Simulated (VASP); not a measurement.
# SrCl2 (I4/mmm) in VASP: notebook

SrCl2 is run at these levels: PBEsol; tasks: single point.

All numbers are computed with VASP 6.6.1; they aren't measurements. Logs are shortened: lines on timing, memory, paths and dates and some standing lists are left out, and cuts for length are marked.

## 1. The cell of the first run

The structure is tetragonal, space group I4/mmm (No. 139). The conventional cell has a = 4.984 Å, b = 4.984 Å, c = 6.834 Å, α = 90.00°, β = 90.00°, γ = 90.00°. Sr (site symmetry 4/mmm) has 8 Cl at 3.02 Å within 4.0 Å. Cl (site symmetry -4m2) has 4 Sr at 3.02 Å and 6 Cl at 3.42 to 3.52 Å within 4.0 Å.

## 2. Single point, PBEsol (in-plane strain +0.02, then relaxed in part)

Contents of INCAR:

```
SYSTEM = SrCl2
PREC     = Accurate       ! precision mode
ENCUT    = 520            ! plane-wave cutoff, eV
EDIFF    = 1E-6           ! SCF threshold, eV
ISMEAR   = 0              ! smearing method
SIGMA    = 0.01           ! smearing width, eV
LREAL    = .FALSE.        ! projectors in reciprocal space
LASPH    = .TRUE.         ! aspherical terms in the spheres
NELM     = 100            ! most SCF steps
ALGO     = Normal         ! electronic algorithm
ISIF     = 2              ! what is computed and relaxed
LWAVE    = .FALSE.        ! write WAVECAR
LCHARG   = .FALSE.        ! write CHGCAR
GGA      = PS             ! functional
NBANDS   = 19             ! bands
```

Contents of KPOINTS:

```
regular mesh
0
G
  6 6 6
  0 0 0
```

Contents of POSCAR:

```
SrCl2
1.0
    3.5244272869      3.5244272869      0.0000000000
   -3.5244272869      3.5244272869      0.0000000000
    0.0000000000      3.5244272869      3.4168595626
Sr Cl
1 2
Direct
    0.0000000000      0.0000000000      0.0000000000
    0.2500000000      0.7500000000      0.5000000000
    0.7500000000      0.2500000000      0.5000000000
```

Potentials or basis: VASP PAW PBE potentials, release 64 (Sr_sv, Cl).

Launch:

```console
> cat potpaw_PBE.64/Sr_sv/POTCAR potpaw_PBE.64/Cl/POTCAR > POTCAR
> mpirun -np 1 vasp_std > vasp.out
```

OUTCAR:

```text
SYSTEM = SrCl2
   PREC = Accurate
   ENCUT = 520
   EDIFF = 1E-6
   ISMEAR = 0
   LREAL = .FALSE.
   LASPH = .TRUE.
   NELM = 100
   ISIF = 2
   GGA = PS

 ion  position               nearest neighbor table
   1  0.000  0.000  0.000-   3 3.02   2 3.02   2 3.02   3 3.02   2 3.02   3 3.02   3 3.02   2 3.02

   2  0.250  0.750  0.500-   1 3.02   1 3.02   1 3.02   1 3.02
   3  0.750  0.250  0.500-   1 3.02   1 3.02   1 3.02   1 3.02

  LATTYP: Found a body centered tetragonal cell.
 ALAT       =     4.9842928687
 C/A-ratio  =     1.3710508803

  Lattice vectors:

 A1 = (   3.5244272869,   0.0000000000,  -3.4168595626)
 A2 = (  -3.5244272869,   0.0000000000,  -3.4168595626)
 A3 = (   0.0000000000,   3.5244272869,   3.4168595626)

Analysis of symmetry for initial positions (statically):
=====================================================================
 Subroutine PRICEL returns:
 Original cell was already a primitive cell.

 Routine SETGRP: Setting up the symmetry group for a
 body centered tetragonal supercell.

 Subroutine GETGRP returns: Found 16 space group operations
 (whereof 16 operations were pure point group operations)
 out of a pool of 16 trial point group operations.

The static configuration has the point symmetry D_4h.

Analysis of symmetry for dynamics (positions and initial velocities):
=====================================================================
 Subroutine PRICEL returns:
 Original cell was already a primitive cell.

 Routine SETGRP: Setting up the symmetry group for a
 body centered tetragonal supercell.

 Subroutine GETGRP returns: Found 16 space group operations
 (whereof 16 operations were pure point group operations)
 out of a pool of 16 trial point group operations.

The dynamic configuration has the point symmetry D_4h.

 Subroutine INISYM returns: Found 16 space group operations
 (whereof 16 operations are pure point group operations),
 and found     1 'primitive' translations

----------------------------------------------------------------------------------------

                                     Primitive cell

  volume of cell :      84.8856

  direct lattice vectors                    reciprocal lattice vectors
     3.524427287  3.524427287  0.000000000     0.141867021  0.141867021 -0.146333202
    -3.524427287  3.524427287  0.000000000    -0.141867021  0.141867021 -0.146333202
     0.000000000  3.524427287  3.416859563     0.000000000  0.000000000  0.292666404

  length of vectors
     4.984292869  4.984292869  4.908820324     0.248326215  0.248326215  0.292666404

  position of ions in fractional coordinates (direct lattice)
     0.000000000  0.000000000  0.000000000
     0.250000000  0.750000000  0.500000000
     0.750000000  0.250000000  0.500000000

  ion indices of the primitive-cell ions
   primitive index   ion index
                 1           1
                 2           2
                 3           3

----------------------------------------------------------------------------------------

 KPOINTS: regular mesh

Automatic generation of k-mesh.
 Grid dimensions read from file:
 generate k-points for:    6    6    6

 Generating k-lattice:

  Cartesian coordinates                     Fractional coordinates (reciprocal lattice)
     0.023644504  0.023644504 -0.024388867     0.166666667  0.000000000  0.000000000
    -0.023644504  0.023644504 -0.024388867     0.000000000  0.166666667  0.000000000
     0.000000000  0.000000000  0.048777734     0.000000000  0.000000000  0.166666667

  Length of vectors
     0.041387703  0.041387703  0.048777734

  Shift w.r.t. Gamma in fractional coordinates (k-lattice)
     0.000000000  0.000000000  0.000000000

 Subroutine IBZKPT returns following result:
 ===========================================

 Found     30 irreducible k-points:

 Following reciprocal coordinates:
            Coordinates               Weight
  0.000000  0.000000  0.000000      1.000000
  0.166667  0.000000 -0.000000      8.000000
  0.333333  0.000000  0.000000      8.000000
  0.500000  0.000000 -0.000000      4.000000
  0.166667  0.166667 -0.000000      8.000000
  0.333333  0.166667 -0.000000     16.000000
[... 16 lines left out ...]
 -0.333333 -0.333333  0.166667      4.000000
 -0.166667 -0.333333  0.166667     16.000000
 [... further k-points ...]
   k-points           NKPTS =     30   k-points in BZ     NKDIM =     30   number of bands    NBANDS=     19
   number of dos      NEDOS =    301   number of ions     NIONS =      3
   total plane-waves  NPLWV =  64000
   dimension x,y,z NGX =    40 NGY =   40 NGZ =   40
   dimension x,y,z NGXF=    80 NGYF=   80 NGZF=   80
   ions per type =               1   2
   NGX,Y,Z   is equivalent  to a cutoff of  13.34, 13.34, 13.55 a.u.
   NGXF,Y,Z  is equivalent  to a cutoff of  26.68, 26.68, 27.09 a.u.
 SYSTEM =  SrCl2
   PREC   = accura    normal or accurate (medium, high low for compatibility)
   ISTART =      0    job   : 0-new  1-cont  2-samecut
   ICHARG =      2    charge: 1-file 2-atom 10-const
   ISPIN  =      1    spin polarized calculation?
   LNONCOLLINEAR =      F non collinear calculations
   LSORBIT =      F    spin-orbit coupling
   LASPH  =      T    aspherical Exc in radial PAW
   ENCUT  =  520.0 eV  38.22 Ry    6.18 a.u.   9.27  9.27  9.13*2*pi/ulx,y,z
   NELM   =    100;   NELMIN=  2; NELMDL= -5     # of ELM steps
   EDIFF  = 0.1E-05   stopping-criterion for ELM
   LREAL  =      F    real-space projection
   EDIFFG = 0.1E-04   stopping-criterion for IOM
   NSW    =      0    number of steps for IOM
   IBRION =     -1    ionic relax: 0-MD 1-quasi-New 2-CG
   NFREE  =      0    steps in history (QN), initial steepest desc. (CG)
   ISIF   =      2    stress and relaxation
   ISYM   =      2    0-nonsym 1-usesym 2-fastsym
   POTIM  = 0.5000    time-step for ionic-motion
   TEBEG  =    0.0;   TEEND  =   0.0 temperature during run
   PSTRESS=    0.0 pullay stress
   NELECT =      24.0000    total number of electrons
   NUPDOWN=      -1.0000    fix difference up-down
   EMIN   =  10.00;   EMAX   =-10.00  energy-range for DOS
   EFERMI =   0.00;   METHOD = LEGACY
   ISMEAR =     0;   SIGMA  =   0.01  broadening in eV -4-tet -1-fermi 0-gaus
   EFERMI_NEDOS =   21; number of points for ismear=-14 and -15
   IALGO  =     38    algorithm
   IMIX   =      4    mixing-type and parameters
     AMIX     =   0.40;   BMIX     =  1.00
     AMIX_MAG =   1.60;   BMIX_MAG =  1.00
  volume/ion in A,a.u.               =      28.30       190.95
  Fermi-wavevector in a.u.,A,eV,Ry     =   1.074485  2.030483 15.708182  1.154519
  Thomas-Fermi vector in A             =   2.210315
   LORBIT       =      0    0 simple, 1 ext, 2 COOP (PROOUT), +10 PAW based schemes
   GGA     = PS    functional components
   LHFCALC =     F    Hartree Fock is set to
   AEXX    =    0.0000 exact exchange contribution
   IVDW    =     0    specifies the selected vdW correction
   LEPSILON=     F    determine dielectric tensor
   LRPA    =     F    only Hartree local field effects (RPA)
 non-spin polarized calculation
 Gauss-broadening in eV      SIGMA  =   0.01
  energy-cutoff  :      520.00
  volume of cell :       84.89
 maximum number of plane-waves:      2312
 NGX is ok and might be reduce to    40
   NGX = 19   NGY = 19   NGZ = 19

 number of electron      24.0000002 magnetization

 Free energy of the ion-electron system (eV)
  ---------------------------------------------------
  ext. energy  EPLUGINS =         0.00000000
  ---------------------------------------------------
  free energy    TOTEN  =       -13.32839051 eV

  energy without entropy =      -13.32839051  energy(sigma->0) =      -13.32839051

 E-fermi :   0.3082     XC(G=0):  -8.4915

 val. band max:        0.2197540838   @ k =   0.0000   0.0000   0.5000
 cond. band min:       5.1954462301   @ k =   0.0000   0.0000   0.0000
 fundamental gap:      4.9756921463
 Fermi energy:         0.3082426887

 k-point     1 :       0.0000    0.0000    0.0000
  band No.  band energies     occupation
      1     -32.7179      2.00000
      2     -14.7387      2.00000
      3     -14.7313      2.00000
      4     -14.7313      2.00000
      5     -13.2110      2.00000
      6     -12.3381      2.00000
[... 11 lines left out ...]
     18       9.0598      0.00000
     19       9.3497      0.00000

 k-point     2 :       0.1667    0.0000   -0.0000
  band No.  band energies     occupation
      1     -32.7170      2.00000
      2     -14.8264      2.00000
      3     -14.7394      2.00000
      4     -14.7352      2.00000
      5     -13.0546      2.00000
      6     -12.3964      2.00000
[... 11 lines left out ...]
     18       8.7396      0.00000
     19       9.7770      0.00000

 k-point     3 :       0.3333    0.0000    0.0000
  band No.  band energies     occupation
      1     -32.7154      2.00000
      2     -14.9709      2.00000
      3     -14.7460      2.00000
      4     -14.7431      2.00000
      5     -12.8340      2.00000
      6     -12.4510      2.00000
[... 11 lines left out ...]
     18       8.6027      0.00000
     19       9.0645      0.00000

 k-point     4 :       0.5000    0.0000   -0.0000
  band No.  band energies     occupation
      1     -32.7146      2.00000
      2     -15.0300      2.00000
      3     -14.7493      2.00000
      4     -14.7471      2.00000
      5     -12.8022      2.00000
      6     -12.4080      2.00000
[... 407 lines left out ...]
     18       8.6357      0.00000
     19       9.7790      0.00000

 k-point    23 :      -0.3333   -0.3333    0.1667
  band No.  band energies     occupation
      1     -32.7135      2.00000
      2     -15.0243      2.00000
      3     -14.8593      2.00000
      4     -14.7636      2.00000
      5     -12.5620      2.00000
      6     -12.4950      2.00000
[... 11 lines left out ...]
     18       9.4546      0.00000
     19       9.9059      0.00000

 k-point    24 :      -0.1667   -0.3333    0.1667
  band No.  band energies     occupation
      1     -32.7137      2.00000
      2     -14.9661      2.00000
      3     -14.8973      2.00000
      4     -14.7590      2.00000
      5     -12.5994      2.00000
      6     -12.4940      2.00000
[... 11 lines left out ...]
     18       9.0757      0.00000
     19       9.8799      0.00000

 [... further k-points ...]

------------------------ aborting loop because EDIFF is reached ----------------------------------------

  FORCE on cell =-STRESS in cart. coord.  units (eV):
  Direction    XX          YY          ZZ          XY          YZ          ZX
  --------------------------------------------------------------------------------------
  -------------------------------------------------------------------------------------
  Total       -0.7689924     -0.7689924      0.0620425      0.0000000     -0.0000000      0.0000000
  in kB      -14.5143765    -14.5143765      1.1710236      0.0000000     -0.0000000      0.0000000
  external PRESSURE =      -9.2859098 kB  Pullay stress =       0.0000000 kB

 VOLUME and BASIS-vectors are now :
 -----------------------------------------------------------------------------
  energy-cutoff  :      520.00
  volume of cell :       84.89
      direct lattice vectors                 reciprocal lattice vectors
     3.524427287  3.524427287  0.000000000     0.141867021  0.141867021 -0.146333202
    -3.524427287  3.524427287  0.000000000    -0.141867021  0.141867021 -0.146333202
     0.000000000  3.524427287  3.416859563     0.000000000  0.000000000  0.292666404

 POSITION                                       TOTAL-FORCE (eV/Angst)
 -----------------------------------------------------------------------------------
      0.00000      0.00000      0.00000        -0.000000     -0.000000      0.000000
     -1.76221      5.28664      1.70843        -0.000000      0.000000      0.000000
      1.76221      5.28664      1.70843         0.000000     -0.000000      0.000000
 -----------------------------------------------------------------------------------
    total drift:                                0.000000      0.000000      0.000000

  FREE ENERGIE OF THE ION-ELECTRON SYSTEM (eV)
  ---------------------------------------------------
  free  energy   TOTEN  =       -13.3283905128 eV

  energy  without entropy=      -13.3283905128  energy(sigma->0) =      -13.32839051
```

It took 100 s on 1 thread of Intel Xeon 8259CL, shared host; peak memory 0.25 GiB.

What came out:

| Item | Value |
| --- | --- |
| Free energy | -13.3284 eV |
| Pressure | -0.9 GPa |
| Band gap on the k mesh | 4.98 eV, indirect (least direct gap 5.23 eV) |

Levels at points of the mesh, in eV from the valence-band top:
| k point | band 10 | band 11 | band 12 | band 13 | band 14 | band 15 |
| --- | --- | --- | --- | --- | --- | --- |
| (0.00, 0.00, 0.00) | -0.55 | -0.55 | -0.31 | 4.98 | 5.73 | 5.97 |
| (0.50, 0.00, 0.00) | -1.48 | -1.21 | -1.19 | 6.45 | 6.50 | 7.27 |
| (0.50, 0.50, 0.00) | -0.66 | -0.38 | -0.19 | 5.22 | 6.72 | 7.39 |
| (0.00, 0.00, 0.50) | -0.59 | -0.59 | 0.00 | 5.23 | 6.94 | 7.37 |

Caveat: the cell differs from its parent crystal (in-plane strain +0.02, then relaxed in part); the PAW data sets were made with another functional, which shifts forces and pressure a little. A k mesh can miss the band edges.

## 3. Single point, PBEsol (in-plane strain +0.02)

Contents of INCAR:

```
PREC = Accurate
ENCUT = 520
EDIFF = 1E-7
ISMEAR = 0
SIGMA = 0.01
LREAL = False
LASPH = True
NELM = 60
ALGO = Normal
ISIF = 2
LWAVE = False
LCHARG = True
GGA = PS
LELF = True
LVHAR = True
NBANDS = 19
```

Contents of KPOINTS:

```
regular mesh
0
Gamma
  6 6 6
```

Changes to POSCAR since step 2:

```diff
@@ -4,3 +4,3 @@
    -3.5244272869      3.5244272869      0.0000000000
-    0.0000000000      3.5244272869      3.4168595626
+    0.0000000000      3.5244272869      3.4138570191
 Sr Cl
```

Potentials or basis: VASP PAW PBE potentials, release 64 (Sr_sv, Cl).

Launch:

```console
> cat potpaw_PBE.64/Sr_sv/POTCAR potpaw_PBE.64/Cl/POTCAR > POTCAR
> mpirun -np 1 vasp_std > vasp.out
```

Run time: 1.7 min. Hardware: 1 thread of Intel Xeon 8259CL, shared host; peak memory 0.25 GiB.

It converged, with:

* Free energy: -13.3283 eV
* Pressure: -0.9 GPa
* Band gap on the k mesh: 4.97 eV, indirect (least direct gap 5.22 eV)

Stress tensor (GPa, compression positive):
```
-1.43  0.00  0.00
 0.00 -1.43  0.00
 0.00  0.00  0.19
```

Levels at points of the mesh, in eV from the valence-band top:
| k point | band 9 | band 10 | band 11 | band 12 | band 13 | band 14 | band 15 | band 16 |
| --- | --- | --- | --- | --- | --- | --- | --- | --- |
| (0.00, 0.00, 0.00) | -2.27 | -0.56 | -0.56 | -0.31 | 4.97 | 5.73 | 5.97 | 8.69 |
| (0.50, 0.00, 0.00) | -1.66 | -1.49 | -1.22 | -1.19 | 6.44 | 6.49 | 7.27 | 7.56 |
| (0.50, 0.50, 0.00) | -1.99 | -0.66 | -0.38 | -0.20 | 5.21 | 6.71 | 7.39 | 7.71 |
| (0.00, 0.00, 0.50) | -2.05 | -0.60 | -0.60 | 0.00 | 5.22 | 6.95 | 7.37 | 7.92 |

Caveat: the cell differs from its parent crystal (in-plane strain +0.02); the PAW data sets were made with another functional, which shifts forces and pressure a little. A k mesh can miss the band edges.
